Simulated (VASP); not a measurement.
# LiTaBe2N3 (P6/mmm) in VASP: notebook, part 2 of 2

VASP 6.6.1. The steps go on from the part before.

### Step 3. Single point, PBE

This run uses another cell than the first one, of 14.44 Å³/atom.

Input file INCAR:

```
PREC = Accurate ; ENCUT = 750
EDIFF = 1E-6 ; ISMEAR = 0
SIGMA = 0.15 ; LREAL = False
LASPH = True ; NELM = 120
ALGO = Normal ; ISIF = 2
LWAVE = False ; LCHARG = False
GGA = PE ; NBANDS = 26
GGA_COMPAT = False
```

Input file KPOINTS:

```
regular mesh
0
Gamma
  4 4 2
```

Input file POSCAR:

```
LiTaBe2N3
1.0
    3.5980477729      0.0000000000      0.0000000000
   -1.7990238865      3.1160007754      0.0000000000
    0.0000000000      0.0000000000      9.0162374092
Li Ta Be N
1 1 2 3
Direct
    0.0000000000      0.0000000000      0.5000000000
    0.0000000000      0.0000000000      0.0000000000
    0.0000000000      0.0000000000      0.2708407503
    0.0000000000      0.0000000000      0.7291592497
    0.5000000000      0.0000000000      0.5000000000
    0.0000000000      0.5000000000      0.5000000000
    0.5000000000      0.5000000000      0.5000000000
```

Potentials or basis: VASP PAW PBE potentials, release 64 (Li_sv, Ta_pv, Be, N).

Launch:

```bash
$ cat potpaw_PBE.64/Li_sv/POTCAR potpaw_PBE.64/Ta_pv/POTCAR potpaw_PBE.64/Be/POTCAR potpaw_PBE.64/N/POTCAR > POTCAR
$ mpirun -np 1 vasp_std > vasp.out
```

OUTCAR:

```text
PREC = Accurate
   ENCUT = 750
   EDIFF = 1E-6
   ISMEAR = 0
   LREAL = False
   LASPH = True
   NELM = 120
   ISIF = 2
   GGA = PE

 ion  position               nearest neighbor table
   1  0.000  0.000  0.500-   5 1.80   5 1.80   7 1.80   7 1.80   6 1.80   6 1.80   3 2.07   4 2.07

   2  0.000  0.000  0.000-   3 2.44   4 2.44
   3  0.000  0.000  0.271-   1 2.07   2 2.44
   4  0.000  0.000  0.729-   1 2.07   2 2.44
   5  0.500  0.000  0.500-   1 1.80   1 1.80
   6  0.000  0.500  0.500-   1 1.80   1 1.80
   7  0.500  0.500  0.500-   1 1.80   1 1.80

  LATTYP: Found a hexagonal cell.
 ALAT       =     3.5980477729
 C/A-ratio  =     2.5058692875

  Lattice vectors:

 A1 = (   3.5980477729,   0.0000000000,   0.0000000000)
 A2 = (  -1.7990238865,   3.1160007754,   0.0000000000)
 A3 = (   0.0000000000,   0.0000000000,   9.0162374092)

Analysis of symmetry for initial positions (statically):
=====================================================================
 Subroutine PRICEL returns:
 Original cell was already a primitive cell.

 Routine SETGRP: Setting up the symmetry group for a
 hexagonal supercell.

 Subroutine GETGRP returns: Found 24 space group operations
 (whereof 24 operations were pure point group operations)
 out of a pool of 24 trial point group operations.

The static configuration has the point symmetry D_6h.

Analysis of symmetry for dynamics (positions and initial velocities):
=====================================================================
 Subroutine PRICEL returns:
 Original cell was already a primitive cell.

 Routine SETGRP: Setting up the symmetry group for a
 hexagonal supercell.

 Subroutine GETGRP returns: Found 24 space group operations
 (whereof 24 operations were pure point group operations)
 out of a pool of 24 trial point group operations.

The dynamic configuration has the point symmetry D_6h.

 Subroutine INISYM returns: Found 24 space group operations
 (whereof 24 operations are pure point group operations),
 and found     1 'primitive' translations

----------------------------------------------------------------------------------------

                                     Primitive cell

  volume of cell :     101.0857

  direct lattice vectors                    reciprocal lattice vectors
     3.598047773  0.000000000  0.000000000     0.277928494  0.160462091  0.000000000
    -1.799023886  3.116000775  0.000000000     0.000000000  0.320924182  0.000000000
     0.000000000  0.000000000  9.016237409     0.000000000  0.000000000  0.110911010

  length of vectors
     3.598047773  3.598047773  9.016237409     0.320924182  0.320924182  0.110911010

  position of ions in fractional coordinates (direct lattice)
     0.000000000  0.000000000  0.500000000
     0.000000000  0.000000000  0.000000000
     0.000000000  0.000000000  0.270840750
     0.000000000  0.000000000  0.729159250
     0.500000000  0.000000000  0.500000000
     0.000000000  0.500000000  0.500000000
     0.500000000  0.500000000  0.500000000

  ion indices of the primitive-cell ions
   primitive index   ion index
                 1           1
                 2           2
[... 31 lines left out ...]

 Following reciprocal coordinates:
            Coordinates               Weight
  0.000000  0.000000  0.000000      1.000000
  0.250000 -0.000000  0.000000      6.000000
  0.500000 -0.000000  0.000000      3.000000
  0.250000  0.250000  0.000000      6.000000
  0.000000  0.000000  0.500000      1.000000
  0.250000 -0.000000  0.500000      6.000000
  0.500000 -0.000000  0.500000      3.000000
  0.250000  0.250000  0.500000      6.000000
   k-points           NKPTS =      8   k-points in BZ     NKDIM =      8   number of bands    NBANDS=     26
   number of dos      NEDOS =    301   number of ions     NIONS =      7
   total plane-waves  NPLWV =  86016
   dimension x,y,z NGX =    32 NGY =   32 NGZ =   84
   dimension x,y,z NGXF=    64 NGYF=   64 NGZF=  168
   ions per type =               1   1   2   3
   NGX,Y,Z   is equivalent  to a cutoff of  14.79, 14.79, 15.49 a.u.
   NGXF,Y,Z  is equivalent  to a cutoff of  29.57, 29.57, 30.98 a.u.
 SYSTEM =  unknown system
   PREC   = accura    normal or accurate (medium, high low for compatibility)
   ISTART =      0    job   : 0-new  1-cont  2-samecut
   ICHARG =      2    charge: 1-file 2-atom 10-const
   ISPIN  =      1    spin polarized calculation?
   LNONCOLLINEAR =      F non collinear calculations
   LSORBIT =      F    spin-orbit coupling
   LASPH  =      T    aspherical Exc in radial PAW
   ENCUT  =  750.0 eV  55.12 Ry    7.42 a.u.   8.03  8.03 20.13*2*pi/ulx,y,z
   NELM   =    120;   NELMIN=  2; NELMDL= -5     # of ELM steps
   EDIFF  = 0.1E-05   stopping-criterion for ELM
   LREAL  =      F    real-space projection
   EDIFFG = 0.1E-04   stopping-criterion for IOM
   NSW    =      0    number of steps for IOM
   IBRION =     -1    ionic relax: 0-MD 1-quasi-New 2-CG
   NFREE  =      0    steps in history (QN), initial steepest desc. (CG)
   ISIF   =      2    stress and relaxation
   ISYM   =      2    0-nonsym 1-usesym 2-fastsym
   POTIM  = 0.5000    time-step for ionic-motion
   TEBEG  =    0.0;   TEEND  =   0.0 temperature during run
   PSTRESS=    0.0 pullay stress
   NELECT =      33.0000    total number of electrons
   NUPDOWN=      -1.0000    fix difference up-down
   EMIN   =  10.00;   EMAX   =-10.00  energy-range for DOS
   EFERMI =   0.00;   METHOD = LEGACY
   ISMEAR =     0;   SIGMA  =   0.15  broadening in eV -4-tet -1-fermi 0-gaus
   EFERMI_NEDOS =   21; number of points for ismear=-14 and -15
   IALGO  =     38    algorithm
   IMIX   =      4    mixing-type and parameters
     AMIX     =   0.40;   BMIX     =  1.00
     AMIX_MAG =   1.60;   BMIX_MAG =  1.00
  volume/ion in A,a.u.               =      14.44        97.45
  Fermi-wavevector in a.u.,A,eV,Ry     =   1.127240  2.130174 17.288500  1.270669
  Thomas-Fermi vector in A             =   2.263925
   LORBIT       =      0    0 simple, 1 ext, 2 COOP (PROOUT), +10 PAW based schemes
   GGA     = PE    functional components
   LHFCALC =     F    Hartree Fock is set to
   AEXX    =    0.0000 exact exchange contribution
   IVDW    =     0    specifies the selected vdW correction
   LEPSILON=     F    determine dielectric tensor
   LRPA    =     F    only Hartree local field effects (RPA)
 non-spin polarized calculation
 Gauss-broadening in eV      SIGMA  =   0.15
  energy-cutoff  :      750.00
  volume of cell :      101.09
 maximum number of plane-waves:      4744
   NGX = 17   NGY = 17   NGZ = 41

 number of electron      33.0000001 magnetization

 Free energy of the ion-electron system (eV)
  ---------------------------------------------------
  ext. energy  EPLUGINS =         0.00000000
  ---------------------------------------------------
  free energy    TOTEN  =       -28.25873948 eV

  energy without entropy =      -28.16193026  energy(sigma->0) =      -28.21033487

 E-fermi :   2.5728     XC(G=0):  -9.4470

 val. band max:        2.5553738714   @ k =   0.2500  -0.0000   0.0000
 cond. band min:       2.5870137946   @ k =   0.2500  -0.0000   0.5000
 fundamental gap:      0.0316399232
 Fermi energy:         2.5727913368

 k-point     1 :       0.0000    0.0000    0.0000
  band No.  band energies     occupation
      1     -42.6403      2.00000
      2     -32.6171      2.00000
      3     -32.5694      2.00000
      4     -32.5694      2.00000
      5     -17.3038      2.00000
      6      -7.6193      2.00000
[... 221 lines left out ...]
     25       6.2387      0.00000
     26       6.5454      0.00000

------------------------ aborting loop because EDIFF is reached ----------------------------------------

  FORCE on cell =-STRESS in cart. coord.  units (eV):
  Direction    XX          YY          ZZ          XY          YZ          ZX
  --------------------------------------------------------------------------------------
  -------------------------------------------------------------------------------------
  Total        0.0180235      0.0180235     -0.1495836     -0.0000000     -0.0000000     -0.0000000
  in kB        0.2856673      0.2856673     -2.3708530     -0.0000000     -0.0000000     -0.0000000
  external PRESSURE =      -0.5998395 kB  Pullay stress =       0.0000000 kB

 VOLUME and BASIS-vectors are now :
 -----------------------------------------------------------------------------
  energy-cutoff  :      750.00
  volume of cell :      101.09
      direct lattice vectors                 reciprocal lattice vectors
     3.598047773  0.000000000  0.000000000     0.277928494  0.160462091  0.000000000
    -1.799023886  3.116000775  0.000000000     0.000000000  0.320924182  0.000000000
     0.000000000  0.000000000  9.016237409     0.000000000  0.000000000  0.110911010

 POSITION                                       TOTAL-FORCE (eV/Angst)
 -----------------------------------------------------------------------------------
      0.00000      0.00000      4.50812        -0.000000      0.000000      0.000000
      0.00000      0.00000      0.00000        -0.000000      0.000000      0.000000
      0.00000      0.00000      2.44196        -0.000000      0.000000     -0.010405
      0.00000      0.00000      6.57427         0.000000     -0.000000      0.010405
      1.79902      0.00000      4.50812        -0.000000      0.000000      0.000000
     -0.89951      1.55800      4.50812        -0.000000      0.000000      0.000000
      0.89951      1.55800      4.50812        -0.000000      0.000000      0.000000
 -----------------------------------------------------------------------------------
    total drift:                                0.000000      0.000000     -0.000000

  FREE ENERGIE OF THE ION-ELECTRON SYSTEM (eV)
  ---------------------------------------------------
  free  energy   TOTEN  =       -28.2587394823 eV

  energy  without entropy=      -28.1619302580  energy(sigma->0) =      -28.21033487
```

Wall time 69 s (1 thread of AMD EPYC 7R43 (Zen 3), shared host); peak memory 0.25 GiB.

What came out:

| Item | Value |
| --- | --- |
| Free energy | -28.2587 eV |
| Pressure | -0.1 GPa |
| Largest force | 0.010 eV/Å |
| Band gap on the k mesh | zero (an odd number of electrons rules out a gap without spin polarisation) |

Forces on the atoms (eV/Å):
```
Li   0.000  0.000  0.000
Ta   0.000  0.000  0.000
Be   0.000  0.000 -0.010
Be   0.000  0.000  0.010
N    0.000  0.000  0.000
N    0.000  0.000  0.000
N    0.000  0.000  0.000
```

Stress tensor (GPa, compression positive):
```
 0.03  0.00  0.00
 0.00  0.03  0.00
 0.00  0.00 -0.24
```

Caveat: the k points lie up to 0.50 Å⁻¹ apart, too coarse for converged energies and pressures of a metal; spin-orbit coupling is left out, which moves the levels of the heavy elements.

The gap in the log of VASP goes by the Fermi energy; the results here count the filled bands.